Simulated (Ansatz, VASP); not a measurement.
Ba: VASP beside Ansatz

```
Ba
1.0
    -2.51249    2.51249    2.51249
     2.51249   -2.51249    2.51249
     2.51249    2.51249   -2.51249
Ba
1
Direct
  0.00000 0.00000 0.00000
```

Alike in both runs: task single point; functional PBE; k mesh 15 × 15 × 15; occupations fermi-dirac, width 0.1 eV; no spin polarisation.

|  | VASP | Ansatz |
| --- | --- | --- |
| version | VASP 6.6.1 | Ansatz 0.2.0 |
| potentials or method | VASP PAW PBE potentials, release 64 (Ba_sv), cutoff 520 eV | plane waves (420 eV) with PAW, scalar-relativistic |
| valence electrons in the cell | 10 | 10 |

|  | VASP | Ansatz | Ansatz less VASP |
| --- | --- | --- | --- |
| pressure (GPa) | 0.0 | 0.0 | -0.05 |

With one functional, cell and mesh, what is left measures potentials, basis and numerics.

Neither program's run includes spin-orbit coupling.
